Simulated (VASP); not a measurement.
# Ga: electric field gradients with PBE

Crystal: Ga.

```
Ga
1.0
     3.01103    0.00000    0.00000
    -1.50552    2.60763    0.00000
     0.00000    0.00000    4.86610
Ga
2
Direct
  0.33333 0.66667 0.25000
  0.66667 0.33333 0.75000
```

This isn't the form of Ga at room conditions, which is orthorhombic.

| Property | Result |
| --- | --- |
| Program | VASP 6.6.1 |
| Task | electric field gradients |
| Functional | PBE |
| Potentials or basis | VASP PAW PBE potentials, release 64 (Ga_d) |
| Cutoff | 520 eV |
| k mesh | 18 × 18 × 10 |
| Occupations | fermi-dirac, width 0.05 eV |
| Spin | no spin polarisation |
| Dipole correction | no |
| Further INCAR settings | ALGO = Normal; EDIFF = 1e-08; NBANDS = 20 |

* Pressure: 0.0 GPa
* Band gap on the k mesh: zero (bands 13 and 14 overlap by 7.47 eV)
* Largest electric field gradient by atom: Ga -2.0 V/Å²

Levels at points of the mesh, in eV from the Fermi level:
```csv
k point,band 10,band 11,band 12,band 13,band 14,band 15,band 16,band 17
"(0.00, 0.00, 0.00)",-14.71,-10.98,-4.85,-3.89,9.40,9.40,11.37,11.37
"(0.50, 0.00, 0.00)",-14.69,-5.67,-4.86,0.39,0.67,1.02,3.13,4.75
"(0.00, 0.00, 0.50)",-14.76,-9.35,-9.35,3.72,3.72,10.58,10.58,10.58
"(0.50, 0.00, 0.50)",-14.70,-4.13,-4.13,-3.12,-3.12,6.44,6.44,7.35
```

Electric field gradients, principal values (V/Å²):
```
atom  least  middle  greatest (by size)
1 Ga  0.985   0.992              -1.978
2 Ga  0.985   0.992              -1.978
```

It took 2.3 min on 1 thread of Intel(R) Xeon(R) Platinum 8375C CPU @ 2.90GHz (Ice Lake) (shared host), peak memory 0.25 GiB.

Caveat: without QUAD_EFG the Cq values of the log hold for a quadrupole moment of 1 mb, not for the nuclei.
